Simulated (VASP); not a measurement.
Write the native input for VASP 6.6.1 that does the following.

* Task: single point
* Functional: r2SCAN
* Potentials or basis: VASP PAW PBE potentials, release 64 (Ti_sv)
* Cutoff: 520 eV
* k mesh: 26 × 26 × 26
* Occupations: gaussian, width 0.15 eV
* Spin: no spin polarisation
* Dipole correction: no
* Further INCAR settings: ALGO = Normal; EDIFF = 1e-06; NBANDS = 12

Ti:

```xyz
1
Lattice="-1.6259 1.4633 1.6259 1.6259 -1.4633 1.6259 1.6259 1.4633 -1.6259" Properties=species:S:1:pos:R:3 pbc="T T T"
Ti    0.0000    0.0000    0.0000
```

This cell differs from its parent crystal: strain -0.1000 x Voigt [0, 1, 0, 0, 0, 0].

One way to write it, as run:

POSCAR

```
Ti
1.0
   -1.6258948694      1.4633053825      1.6258948694
    1.6258948694     -1.4633053825      1.6258948694
    1.6258948694      1.4633053825     -1.6258948694
Ti
1
Direct
    0.0000000000      0.0000000000      0.0000000000
```

INCAR.step1

```
SYSTEM = Ti
ALGO = Normal
EDIFF = 1E-4
ENCUT = 520
GGA = PE
ISMEAR = 0
LASPH = .True.
LCHARG = .False.
LREAL = .False.
LWAVE = .True.
NBANDS = 12
NELM = 80
PREC = Accurate
SIGMA = 0.15
```

INCAR.step2

```
SYSTEM = Ti
ALGO = Normal
EDIFF = 1E-6
ENCUT = 520
ISIF = 2
ISMEAR = 0
ISTART = 1
LASPH = .True.
LCHARG = .False.
LMIXTAU = .True.
LREAL = .False.
LWAVE = .False.
METAGGA = R2SCAN
NBANDS = 12
NELM = 80
PREC = Accurate
SIGMA = 0.15
```

KPOINTS

```
k-points
0
Gamma
  26 26 26
  0 0 0
```

Potentials or basis: VASP PAW PBE potentials, release 64 (Ti_sv).

The run is started by

```sh
$ cat potpaw_PBE.64/Ti_sv/POTCAR > POTCAR
$ cp INCAR.step1 INCAR
$ mpirun -np 1 vasp_std > vasp.out
$ cp INCAR.step2 INCAR
$ mpirun -np 1 vasp_std > vasp.out
```

Results of the run:

```yaml
Pressure: 14.5 GPa
Band_gap_on_the_k_mesh: zero (bands 6 and 7 overlap by 1.81 eV)
```

Caveat: the cell differs from its parent crystal (strain -0.1000 x Voigt [0, 1, 0, 0, 0, 0]); the cell stands under pressure; the PAW data sets were made with another functional, which shifts forces and pressure a little.

It took 10 min on 1 thread of Intel(R) Xeon(R) 6975P-C (Granite Rapids) (shared host), peak memory 0.33 GiB.
